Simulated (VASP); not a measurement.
# Zr12HC12 in VASP: notebook

Runs on Zr12HC12. Level: PBE. Tasks: single point.

Program: VASP 6.6.1. These are calculated values, not measurements. Logs are shortened: lines on timing, memory, paths and dates and some standing lists are left out, and cuts for length are marked.

## 1. The cell of the first run

The cell holds a slab with vacuum, 25 atoms: a = 6.659 Å, b = 6.659 Å, c = 20.114 Å, α = 90.00°, β = 90.00°, γ = 90.00°.

## 2. Single point, PBE

Contents of INCAR:

```
SYSTEM = Zr12HC12
ALGO = Normal
DIPOL = 0.5 0.5 0.319
EDIFF = 1E-7
ENCUT = 520
GGA = PE
IDIPOL = 3
ISIF = 2
ISMEAR = 0
LASPH = .TRUE.
LCHARG = .FALSE.
LDIPOL = .TRUE.
LREAL = Auto
LWAVE = .FALSE.
NBANDS = 114
NELM = 100
PREC = Accurate
SIGMA = 0.1
```

Contents of KPOINTS:

```
k-points
0
G
  4 4 1
  0 0 0
```

Contents of POSCAR:

```
Zr12HC12
1.0
    6.6589726739      0.0000000000      0.0000000000
    0.0000000000      6.6589726739      0.0000000000
    0.0000000000      0.0000000000     20.1141117803
Zr C H
12 12 1
Direct
    0.0000000000      0.0000000000      0.1988653560
    0.0000000000      0.5000000000      0.1988653560
    0.5000000000      0.0000000000      0.1988653560
    0.5000000000      0.5000000000      0.1988653560
    0.2500000000      0.2500000000      0.3124377509
    0.2500000000      0.7500000000      0.3124377509
    0.7500000000      0.2500000000      0.3124377509
    0.7500000000      0.7500000000      0.3124377509
    0.0000000000      0.0000000000      0.4247693893
    0.0000000000      0.5000000000      0.4247693893
    0.5000000000      0.0000000000      0.4247693893
    0.5000000000      0.5000000000      0.4247693893
    0.2500000000      0.2500000000      0.1988653560
    0.2500000000      0.7500000000      0.1988653560
    0.7500000000      0.2500000000      0.1988653560
    0.7500000000      0.7500000000      0.1988653560
    0.0000000000      0.0000000000      0.3121361490
    0.0000000000      0.5000000000      0.3121361490
    0.5000000000      0.0000000000      0.3121361490
    0.5000000000      0.5000000000      0.3121361490
    0.2500000000      0.2500000000      0.4282621015
    0.2500000000      0.7500000000      0.4282621015
    0.7500000000      0.2500000000      0.4282621015
    0.7500000000      0.7500000000      0.4282621015
    0.2500000000      0.2500000000      0.4846691352
```

Potentials or basis: VASP PAW PBE potentials, release 64 (Zr_sv, C, H).

Command:

```
$ cat potpaw_PBE.64/Zr_sv/POTCAR potpaw_PBE.64/C/POTCAR potpaw_PBE.64/H/POTCAR > POTCAR
$ mpirun -np 1 vasp_std > vasp.out
```

OUTCAR:

```text
SYSTEM = Zr12HC12
   EDIFF = 1E-7
   ENCUT = 520
   GGA = PE
   ISIF = 2
   ISMEAR = 0
   LASPH = .TRUE.
   LREAL = Auto
   NELM = 100
   PREC = Accurate

 ion  position               nearest neighbor table
   1  0.000  0.000  0.199-  17 2.28  14 2.35  15 2.35  16 2.35  13 2.35   6 3.28   7 3.28   8 3.28
                             5 3.28   3 3.33   2 3.33   2 3.33   3 3.33
   2  0.000  0.500  0.199-  18 2.28  14 2.35  15 2.35  16 2.35  13 2.35   6 3.28   7 3.28   8 3.28
                             5 3.28   4 3.33   1 3.33   1 3.33   4 3.33
   3  0.500  0.000  0.199-  19 2.28  14 2.35  15 2.35  16 2.35  13 2.35   6 3.28   7 3.28   8 3.28
                             5 3.28   4 3.33   1 3.33   4 3.33   1 3.33
   4  0.500  0.500  0.199-  20 2.28  14 2.35  15 2.35  16 2.35  13 2.35   6 3.28   7 3.28   8 3.28
                             5 3.28   3 3.33   2 3.33   3 3.33   2 3.33
   5  0.250  0.250  0.312-  13 2.28  21 2.33  18 2.35  19 2.35  20 2.35  17 2.35  11 3.26  12 3.26
                             9 3.26  10 3.26   3 3.28   4 3.28   1 3.28   2 3.28   6 3.33   7 3.33
   6  0.250  0.750  0.312-  14 2.28  22 2.33  18 2.35  19 2.35  20 2.35  17 2.35  11 3.26  12 3.26
                             9 3.26  10 3.26   3 3.28   4 3.28   1 3.28   2 3.28   5 3.33   8 3.33
   7  0.750  0.250  0.312-  15 2.28  23 2.33  18 2.35  19 2.35  20 2.35  17 2.35  11 3.26  12 3.26
                             9 3.26  10 3.26   3 3.28   4 3.28   1 3.28   2 3.28   5 3.33   8 3.33
   8  0.750  0.750  0.312-  16 2.28  24 2.33  18 2.35  19 2.35  20 2.35  17 2.35  11 3.26  12 3.26
                             9 3.26  10 3.26   3 3.28   4 3.28   1 3.28   2 3.28   6 3.33   7 3.33
   9  0.000  0.000  0.425-  17 2.27  21 2.36  22 2.36  23 2.36  24 2.36   6 3.26   7 3.26   8 3.26
[... 4 lines left out ...]
                             5 3.26  12 3.33   9 3.33  12 3.33   9 3.33
  12  0.500  0.500  0.425-  20 2.27  21 2.36  22 2.36  23 2.36  24 2.36   6 3.26   7 3.26   8 3.26
                             5 3.26  11 3.33  10 3.33  11 3.33  10 3.33
  13  0.250  0.250  0.199-   5 2.28   2 2.35   3 2.35   4 2.35   1 2.35
  14  0.250  0.750  0.199-   6 2.28   2 2.35   3 2.35   4 2.35   1 2.35
  15  0.750  0.250  0.199-   7 2.28   2 2.35   3 2.35   4 2.35   1 2.35
  16  0.750  0.750  0.199-   8 2.28   2 2.35   3 2.35   4 2.35   1 2.35
  17  0.000  0.000  0.312-   9 2.27   1 2.28   6 2.35   7 2.35   8 2.35   5 2.35
  18  0.000  0.500  0.312-  10 2.27   2 2.28   6 2.35   7 2.35   8 2.35   5 2.35
  19  0.500  0.000  0.312-  11 2.27   3 2.28   6 2.35   7 2.35   8 2.35   5 2.35
  20  0.500  0.500  0.312-  12 2.27   4 2.28   6 2.35   7 2.35   8 2.35   5 2.35
  21  0.250  0.250  0.428-  25 1.13   5 2.33  10 2.36  11 2.36  12 2.36   9 2.36
  22  0.250  0.750  0.428-   6 2.33   9 2.36  10 2.36  11 2.36  12 2.36
  23  0.750  0.250  0.428-   7 2.33   9 2.36  10 2.36  11 2.36  12 2.36
  24  0.750  0.750  0.428-   8 2.33   9 2.36  10 2.36  11 2.36  12 2.36
  25  0.250  0.250  0.485-  21 1.13

  LATTYP: Found a simple tetragonal cell.
 ALAT       =     6.6589726739
 C/A-ratio  =     3.0206028415
[... 183 lines left out ...]
  volume/ion in A,a.u.               =      35.68       240.75
  Fermi-wavevector in a.u.,A,eV,Ry     =   0.982854  1.857324 13.143244  0.966001
  Thomas-Fermi vector in A             =   2.113968
   LORBIT       =      0    0 simple, 1 ext, 2 COOP (PROOUT), +10 PAW based schemes
   GGA     = PE    functional components
   LHFCALC =     F    Hartree Fock is set to
   AEXX    =    0.0000 exact exchange contribution
   IVDW    =     0    specifies the selected vdW correction
   LEPSILON=     F    determine dielectric tensor
   LRPA    =     F    only Hartree local field effects (RPA)
 non-spin polarized calculation
 Gauss-broadening in eV      SIGMA  =   0.10
  energy-cutoff  :      520.00
  volume of cell :      891.90
 maximum number of plane-waves:     24115
 NGX is ok and might be reduce to    50
   NGX = 25   NGY = 25   NGZ = 75

 dipolmoment           0.000000      0.000000      0.091854 electrons x Angstroem

 number of electron     192.9999999 magnetization

 dipolmoment           0.000000      0.000000     -0.091573 electrons x Angstroem

 Free energy of the ion-electron system (eV)
  ---------------------------------------------------
  ext. energy  EPLUGINS =         0.00000000
  ---------------------------------------------------
  free energy    TOTEN  =      -228.31960542 eV

  energy without entropy =     -228.29936922  energy(sigma->0) =     -228.30948732

 E-fermi :   1.2819     XC(G=0):  -5.1292

 val. band max:        1.2196452298   @ k =   0.2500   0.2500   0.0000
 cond. band min:       1.3328812116   @ k =   0.0000   0.0000   0.0000
 fundamental gap:      0.1132359818
 Fermi energy:         1.2818711726

 k-point     1 :       0.0000    0.0000    0.0000
  band No.  band energies     occupation
      1     -47.2086      2.00000
      2     -47.1707      2.00000
      3     -47.1707      2.00000
      4     -47.1391      2.00000
      5     -47.0947      2.00000
      6     -47.0553      2.00000
[... 655 lines left out ...]
    107       3.8419      0.00000
    108       3.8419      0.00000
 [bands above 108 left out]

------------------------ aborting loop because EDIFF is reached ----------------------------------------

 vacuum level on the upper side and lower side of the slab       (xc-potential included)        -0.231         0.112

  FORCE on cell =-STRESS in cart. coord.  units (eV):
  Direction    XX          YY          ZZ          XY          YZ          ZX
  --------------------------------------------------------------------------------------
  -------------------------------------------------------------------------------------
  Total      -10.4141501    -10.4141501     -1.7268105      0.0000000      0.0000000      0.0000000
  in kB      -18.7076438    -18.7076438     -3.1019868      0.0000000      0.0000000      0.0000000
  external PRESSURE =     -13.5057581 kB  Pullay stress =       0.0000000 kB

 VOLUME and BASIS-vectors are now :
 -----------------------------------------------------------------------------
  energy-cutoff  :      520.00
  volume of cell :      891.90
      direct lattice vectors                 reciprocal lattice vectors
     6.658972674  0.000000000  0.000000000     0.150173315  0.000000000  0.000000000
     0.000000000  6.658972674  0.000000000     0.000000000  0.150173315  0.000000000
     0.000000000  0.000000000 20.114111780     0.000000000  0.000000000  0.049716339

 POSITION                                       TOTAL-FORCE (eV/Angst)
 -----------------------------------------------------------------------------------
      0.00000      0.00000      4.00000         0.021309      0.021309      0.651694
      0.00000      3.32949      4.00000         0.021309     -0.021309      0.651694
      3.32949      0.00000      4.00000        -0.021309      0.021309      0.651694
      3.32949      3.32949      4.00000        -0.021309     -0.021309      0.651694
      1.66474      1.66474      6.28441        -0.000000     -0.000000     -0.250836
      1.66474      4.99423      6.28441        -0.000000     -0.000000     -0.109241
[... 17 lines left out ...]
      4.99423      4.99423      8.61411        -0.000000     -0.000000      0.095357
      1.66474      1.66474      9.74869        -0.000000     -0.000000      0.031917
 -----------------------------------------------------------------------------------
    total drift:                                0.000000      0.000000     -0.043195

  FREE ENERGIE OF THE ION-ELECTRON SYSTEM (eV)
  ---------------------------------------------------
  free  energy   TOTEN  =      -228.3196054174 eV

  energy  without entropy=     -228.2993692246  energy(sigma->0) =     -228.30948732

 vacuum level on the upper side and lower side of the slab         4.419         4.763
```

OSZICAR:

```text
N       E                     dE             d eps       ncg     rms          rms(c)
DAV:   1     0.208463872961E+04    0.20846E+04   -0.95150E+04  1544   0.149E+03
DAV:   2    -0.399323355267E+02   -0.21246E+04   -0.20693E+04  1668   0.440E+02
DAV:   3    -0.254481023021E+03   -0.21455E+03   -0.21134E+03  1928   0.117E+02
[... 21 lines left out ...]
DAV:  25    -0.228319598868E+03   -0.29059E-04   -0.32814E-06  1392   0.174E-03    0.570E-04
DAV:  26    -0.228319604222E+03   -0.53538E-05   -0.33105E-07  1152   0.711E-04    0.236E-04
DAV:  27    -0.228319604970E+03   -0.74785E-06   -0.18401E-08  1024   0.289E-04    0.106E-04
DAV:  28    -0.228319605357E+03   -0.38684E-06   -0.16653E-08   928   0.220E-04    0.104E-04
DAV:  29    -0.228319605417E+03   -0.60416E-07    0.22125E-09   960   0.142E-04
   1 F= -.22831961E+03 E0= -.22830949E+03  d E =-.202362E-01
```

stdout:

```text
POSCAR found type information on POSCAR ZrC H
 POSCAR found :  3 types and      25 ions
 scaLAPACK will be used
 LDA part: xc-table for (Slater+PW92), standard interpolation
 POSCAR, INCAR and KPOINTS ok, starting setup
 FFT: planning ... GRIDC
 FFT: planning ... GRID_SOFT
 FFT: planning ... GRID
 WAVECAR not read
 entering main loop
```

Run time: 25 min. Hardware: 1 thread of Intel Xeon Platinum 8259CL at 2.50GHz (Skylake/Cascade Lake), shared host; peak memory 0.97 GiB.

What came out:

```yaml
Free_energy: -228.3196 eV
Largest_force: 1.040 eV/Å
Band_gap_on_the_k_mesh: zero (an odd number of electrons rules out a gap without spin polarisation)
```

Forces in eV/Å, atoms in the order of the input:
```
Zr   0.021  0.021  0.652
Zr   0.021 -0.021  0.652
Zr  -0.021  0.021  0.652
Zr  -0.021 -0.021  0.652
Zr   0.000  0.000 -0.251
Zr   0.000  0.000 -0.109
Zr   0.000  0.000 -0.109
Zr   0.000  0.000 -0.080
Zr  -0.670 -0.670 -0.430
Zr  -0.670  0.670 -0.430
Zr   0.670 -0.670 -0.430
Zr   0.670  0.670 -0.430
C    0.000  0.000 -0.605
C    0.000  0.000 -0.656
C    0.000  0.000 -0.656
C    0.000  0.000 -0.579
C    0.056  0.056  0.275
C    0.056 -0.056  0.275
C   -0.056  0.056  0.275
C   -0.056 -0.056  0.275
C    0.000  0.000  0.462
C    0.000  0.000  0.234
C    0.000  0.000  0.234
C    0.000  0.000  0.095
H    0.000  0.000  0.032
```

Levels at points of the mesh, in eV from the Fermi level:
```
           k point  band 93  band 94  band 95  band 96  band 97  band 98  band 99  band 100
(0.00, 0.00, 0.00)    -0.38    -0.14    -0.14    -0.08    -0.08     0.05     0.62      0.73
(0.50, 0.00, 0.00)    -1.41    -1.38    -1.37    -1.29     0.40     0.54     1.27      1.40
(0.50, 0.50, 0.00)    -1.02    -1.02    -0.94    -0.88     0.35     0.35     0.42      0.46
```

Caveat: an odd number of electrons without spin polarisation forces a metal; a magnetic or distorted state may lie lower.

## 3. Single point, PBE

Contents of INCAR:

```
PREC     = Accurate       # precision mode
ENCUT    = 520            # plane-wave cutoff, eV
EDIFF    = 1E-6           # SCF threshold, eV
ISMEAR   = 0              # smearing method
SIGMA    = 0.1            # smearing width, eV
LREAL    = Auto         
LASPH    = T              # aspherical terms in the spheres
NELM     = 80             # most SCF steps
ALGO     = Normal         # electronic algorithm
ISIF     = 2              # what is computed and relaxed
LWAVE    = F              # write WAVECAR
LCHARG   = T              # write CHGCAR
LDIPOL   = T            
IDIPOL   = 3            
DIPOL    = 0.5 0.5 0.321
GGA      = PE             # functional
LELF     = T              # ELF
LVHAR    = T            
LVACPOTAV= T            
NBANDS   = 114            # bands
```

Contents of KPOINTS:

```
Automatic mesh
0
Gamma
  4 4 1
```

POSCAR: that of step 2 with these lines changed.

```diff
@@ -32,2 +32,2 @@
     0.7500000000      0.7500000000      0.4282621015
-    0.2500000000      0.2500000000      0.4846691352
+    0.5000000000      0.5000000000      0.5239350020
```

Potentials or basis: VASP PAW PBE potentials, release 64 (Zr_sv, C, H).

Command:

```
$ cat potpaw_PBE.64/Zr_sv/POTCAR potpaw_PBE.64/C/POTCAR potpaw_PBE.64/H/POTCAR > POTCAR
$ mpirun -np 1 vasp_std > vasp.out
```

OUTCAR:

```text
PREC = Accurate
   ENCUT = 520
   EDIFF = 1E-6
   ISMEAR = 0
   LREAL = Auto
   LASPH = T
   NELM = 80
   ISIF = 2
   GGA = PE

 ion  position               nearest neighbor table
   1  0.000  0.000  0.199-  17 2.28  14 2.35  15 2.35  16 2.35  13 2.35   6 3.28   7 3.28   8 3.28
                             5 3.28   3 3.33   2 3.33   2 3.33   3 3.33
   2  0.000  0.500  0.199-  18 2.28  14 2.35  15 2.35  16 2.35  13 2.35   6 3.28   7 3.28   8 3.28
                             5 3.28   4 3.33   1 3.33   1 3.33   4 3.33
   3  0.500  0.000  0.199-  19 2.28  14 2.35  15 2.35  16 2.35  13 2.35   6 3.28   7 3.28   8 3.28
                             5 3.28   4 3.33   1 3.33   4 3.33   1 3.33
   4  0.500  0.500  0.199-  20 2.28  14 2.35  15 2.35  16 2.35  13 2.35   6 3.28   7 3.28   8 3.28
                             5 3.28   3 3.33   2 3.33   3 3.33   2 3.33
   5  0.250  0.250  0.312-  13 2.28  21 2.33  18 2.35  19 2.35  20 2.35  17 2.35  11 3.26  12 3.26
                             9 3.26  10 3.26   3 3.28   4 3.28   1 3.28   2 3.28   6 3.33   7 3.33
   6  0.250  0.750  0.312-  14 2.28  22 2.33  18 2.35  19 2.35  20 2.35  17 2.35  11 3.26  12 3.26
                             9 3.26  10 3.26   3 3.28   4 3.28   1 3.28   2 3.28   5 3.33   8 3.33
   7  0.750  0.250  0.312-  15 2.28  23 2.33  18 2.35  19 2.35  20 2.35  17 2.35  11 3.26  12 3.26
                             9 3.26  10 3.26   3 3.28   4 3.28   1 3.28   2 3.28   5 3.33   8 3.33
   8  0.750  0.750  0.312-  16 2.28  24 2.33  18 2.35  19 2.35  20 2.35  17 2.35  11 3.26  12 3.26
                             9 3.26  10 3.26   3 3.28   4 3.28   1 3.28   2 3.28   6 3.33   7 3.33
   9  0.000  0.000  0.425-  17 2.27  21 2.36  22 2.36  23 2.36  24 2.36   6 3.26   7 3.26   8 3.26
                             5 3.26  11 3.33  10 3.33  10 3.33  11 3.33
  10  0.000  0.500  0.425-  18 2.27  21 2.36  22 2.36  23 2.36  24 2.36   6 3.26   7 3.26   8 3.26
                             5 3.26  12 3.33   9 3.33   9 3.33  12 3.33
  11  0.500  0.000  0.425-  19 2.27  21 2.36  22 2.36  23 2.36  24 2.36   6 3.26   7 3.26   8 3.26
                             5 3.26  12 3.33   9 3.33  12 3.33   9 3.33
  12  0.500  0.500  0.425-  25 1.99  20 2.27  22 2.36  23 2.36  24 2.36  21 2.36   7 3.26   8 3.26
                             5 3.26   6 3.26  10 3.33  11 3.33  11 3.33  10 3.33
  13  0.250  0.250  0.199-   5 2.28   2 2.35   3 2.35   4 2.35   1 2.35
  14  0.250  0.750  0.199-   6 2.28   2 2.35   3 2.35   4 2.35   1 2.35
  15  0.750  0.250  0.199-   7 2.28   2 2.35   3 2.35   4 2.35   1 2.35
  16  0.750  0.750  0.199-   8 2.28   2 2.35   3 2.35   4 2.35   1 2.35
[... 219 lines left out ...]
  ---------------------------------------------------
  ext. energy  EPLUGINS =         0.00000000
  ---------------------------------------------------
  free energy    TOTEN  =      -226.32420364 eV

  energy without entropy =     -226.29623685  energy(sigma->0) =     -226.31022024

 E-fermi :   0.4612     XC(G=0):  -5.1675

 val. band max:        0.4518342006   @ k =   0.0000   0.0000   0.0000
 cond. band min:       0.5025745832   @ k =   0.5000   0.5000   0.0000
 fundamental gap:      0.0507403826
 Fermi energy:         0.4612149089

 k-point     1 :       0.0000    0.0000    0.0000
  band No.  band energies     occupation
      1     -47.8539      2.00000
      2     -47.8339      2.00000
      3     -47.7898      2.00000
      4     -47.7712      2.00000
      5     -47.7255      2.00000
      6     -47.7167      2.00000
[... 655 lines left out ...]
    107       3.2815      0.00000
    108       3.3600      0.00000
 [bands above 108 left out]

------------------------ aborting loop because EDIFF is reached ----------------------------------------

  FORCE on cell =-STRESS in cart. coord.  units (eV):
  Direction    XX          YY          ZZ          XY          YZ          ZX
  --------------------------------------------------------------------------------------
  -------------------------------------------------------------------------------------
  Total      -12.7930204    -12.7930204      3.1235986      0.0000000     -0.0000000      0.0000000
  in kB      -22.9809697    -22.9809697      5.6111318      0.0000000     -0.0000000      0.0000000
  external PRESSURE =     -13.4502692 kB  Pullay stress =       0.0000000 kB

 VOLUME and BASIS-vectors are now :
 -----------------------------------------------------------------------------
  energy-cutoff  :      520.00
  volume of cell :      891.90
      direct lattice vectors                 reciprocal lattice vectors
     6.658972674  0.000000000  0.000000000     0.150173315  0.000000000  0.000000000
     0.000000000  6.658972674  0.000000000     0.000000000  0.150173315  0.000000000
     0.000000000  0.000000000 20.114111780     0.000000000  0.000000000  0.049716339

 POSITION                                       TOTAL-FORCE (eV/Angst)
 -----------------------------------------------------------------------------------
      0.00000      0.00000      4.00000         0.000000     -0.000000      0.562186
      0.00000      3.32949      4.00000        -0.000000     -0.000000      0.414916
      3.32949      0.00000      4.00000         0.000000     -0.000000      0.414916
      3.32949      3.32949      4.00000         0.000000     -0.000000      0.267903
      1.66474      1.66474      6.28441        -0.003560     -0.003560      0.087266
      1.66474      4.99423      6.28441        -0.003560      0.003560      0.087266
[... 17 lines left out ...]
      4.99423      4.99423      8.61411         0.266382      0.266382     -0.534678
      3.32949      3.32949     10.53849         0.000000     -0.000000     -0.012318
 -----------------------------------------------------------------------------------
    total drift:                                0.000000      0.000000     -0.045514

  FREE ENERGIE OF THE ION-ELECTRON SYSTEM (eV)
  ---------------------------------------------------
  free  energy   TOTEN  =      -226.3242036360 eV

  energy  without entropy=     -226.2962368491  energy(sigma->0) =     -226.31022024

 vacuum level on the upper side and lower side of the slab         5.792         4.138
```

Run time: 26 min. Hardware: 1 thread of Intel Xeon Platinum 8259CL at 2.50GHz (Skylake/Cascade Lake), shared host; peak memory 0.97 GiB.

Results:

* Free energy: -226.3242 eV
* Largest force: 2.034 eV/Å
* Band gap on the k mesh: zero (an odd number of electrons rules out a gap without spin polarisation)

Forces on the atoms (eV/Å):
```
Zr   0.000  0.000  0.562
Zr   0.000  0.000  0.415
Zr   0.000  0.000  0.415
Zr   0.000  0.000  0.268
Zr  -0.004 -0.004  0.087
Zr  -0.004  0.004  0.087
Zr   0.004 -0.004  0.087
Zr   0.004  0.004  0.087
Zr   0.000  0.000  0.219
Zr   0.000  0.000  0.592
Zr   0.000  0.000  0.592
Zr   0.000  0.000  2.034
C    0.010  0.010 -0.463
C    0.010 -0.010 -0.463
C   -0.010  0.010 -0.463
C   -0.010 -0.010 -0.463
C    0.000  0.000 -0.252
C    0.000  0.000 -0.172
C    0.000  0.000 -0.172
C    0.000  0.000 -0.847
C   -0.266 -0.266 -0.535
C   -0.266  0.266 -0.535
C    0.266 -0.266 -0.535
C    0.266  0.266 -0.535
H    0.000  0.000 -0.012
```

Levels at points of the mesh, in eV from the Fermi level:
```tsv
k point	band 94	band 95	band 96	band 97	band 98	band 99
(0.00, 0.00, 0.00)	-0.01	0.12	0.12	0.14	0.14	0.62
(0.50, 0.00, 0.00)	-1.14	-1.11	-1.08	-0.28	0.83	0.88
(0.50, 0.50, 0.00)	-0.66	-0.66	-0.65	0.04	0.65	0.68
```

Caveat: an odd number of electrons without spin polarisation forces a metal; a magnetic or distorted state may lie lower.

The gap in the log of VASP goes by the Fermi energy; the results here count the filled bands.